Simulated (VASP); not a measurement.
## HfN: single point with r2SCAN

Crystal: HfN.

```
CELL_PARAMETERS angstrom
0.00000 2.26239 2.26239
2.26239 0.00000 2.26239
2.26239 2.26239 0.00000
ATOMIC_POSITIONS crystal
Hf 0.50000 0.50000 0.50000
N 0.00000 0.00000 0.00000
```

* Program: VASP 6.6.1
* Task: single point
* Functional: r2SCAN
* Potentials or basis: VASP PAW PBE potentials, release 64 (Hf_pv, N)
* Cutoff: 520 eV
* k mesh: 12 × 12 × 12
* Occupations: gaussian, width 0.05 eV
* Spin: no spin polarisation
* Dipole correction: no
* Further INCAR settings: ALGO = Normal; EDIFF = 1e-07; NBANDS = 14

The pressure is -2.6 GPa.

Levels at points of the mesh, in eV from the Fermi level:
| k point | band 4 | band 5 | band 6 | band 7 | band 8 | band 9 | band 10 | band 11 | band 12 | band 13 |
| --- | --- | --- | --- | --- | --- | --- | --- | --- | --- | --- |
| (0.00, 0.00, 0.00) | -18.70 | -3.45 | -3.45 | -3.45 | -0.36 | -0.36 | -0.36 | 1.98 | 1.98 | 1.99 |
| (0.50, 0.00, 0.00) | -16.05 | -9.34 | -6.65 | -6.65 | 3.34 | 3.73 | 3.73 | 4.56 | 9.00 | 9.00 |
| (0.50, 0.50, 0.00) | -17.65 | -5.96 | -4.16 | -4.16 | -3.89 | 4.09 | 5.50 | 5.50 | 5.73 | 8.41 |

Wall time 52 s on 1 thread of Intel(R) Xeon(R) 6975P-C (Granite Rapids), on a shared host, peak memory 0.16 GiB.

Caveat: the PAW data sets were made with another functional, which shifts forces and pressure a little; spin-orbit coupling is left out, which moves the levels of the heavy elements.
